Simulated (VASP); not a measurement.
A run of VASP 6.6.1 is set up as follows.

Contents of INCAR:

```
SYSTEM = Si2W
PREC = Accurate ; ENCUT = 520
EDIFF = 1E-6 ; ISMEAR = 0
SIGMA = 0.15 ; LREAL = .FALSE.
LASPH = .TRUE. ; NELM = 100
ALGO = Normal ; ISIF = 2
LWAVE = .FALSE. ; LCHARG = .FALSE.
GGA = PE ; NBANDS = 18
```

KPOINTS

```
Automatic mesh
0
G
  18 18 18
  0 0 0
```

File POSCAR:

```
Si2W
1.0
   -1.6253748115      1.6253748115      3.7266593678
    1.6253748115     -1.6253748115      3.7266593678
    1.6253748115      1.6253748115     -3.7266593678
Si W
2 1
Direct
    0.3345726944      0.3345726944      0.0000000000
    0.6654273056      0.6654273056      0.0000000000
    0.0000000000      0.0000000000      0.0000000000
```

Potentials or basis: VASP PAW PBE potentials, release 64 (Si, W_sv).

Launch:

```sh
$ cat potpaw_PBE.64/Si/POTCAR potpaw_PBE.64/W_sv/POTCAR > POTCAR
$ mpirun -np 1 vasp_std > vasp.out
```

(1) What does it give for the largest force?

(2) Predict the pressure.

(3) Estimate the band gap on the k mesh.

Answers

(1) 0.048 eV/Å.

(2) 12.4 GPa.

(3) zero (bands 11 and 12 overlap by 0.92 eV).

Caveat: the cell stands under pressure; spin-orbit coupling is left out, which moves the levels of the heavy elements.
